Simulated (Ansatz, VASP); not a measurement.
## Pt in VASP and in Ansatz

```
CELL_PARAMETERS angstrom
-1.59214 1.59214 1.58422
1.59214 -1.59214 1.58422
1.57630 1.57630 -1.58422
ATOMIC_POSITIONS crystal
Pt 0.00000 0.00000 0.00000
```

Change from the starting cell: strain -0.0100 x Voigt [0, 0, 0, 0, 0, 1], atoms carried along.

Alike in both runs: task single point; functional PBE; k mesh 22 × 22 × 22; occupations gaussian, width 0.15 eV; no spin polarisation.

|  | VASP | Ansatz |
| --- | --- | --- |
| version | VASP 6.6.1 | Ansatz 0.2.0 |
| potentials or method | VASP PAW PBE potentials, release 64 (Pt), cutoff 520 eV | scalar-relativistic, plane waves, PAW |
| valence electrons in the cell | 10 | 18 |

Ansatz gave:

| Quantity | Value |
| --- | --- |
| gap on the k mesh at the Fermi level (eV) | none |
| pressure (GPa) | -1.0 |
| traceless stress, the component that is largest in VASP (GPa) | 1.50 |

**Question.** Which values does VASP return?

**Answer.** gap on the k mesh at the Fermi level (eV): none; pressure (GPa): -1.4; traceless stress, the component that is largest in VASP (GPa): 1.48.

A gap of «none» marks a metal or a gap that the smearing closes. VASP's potentials hold 10 valence electrons a cell and Ansatz's 18, so a difference there can come from the potentials and not from the codes.

Neither program's run includes spin-orbit coupling.
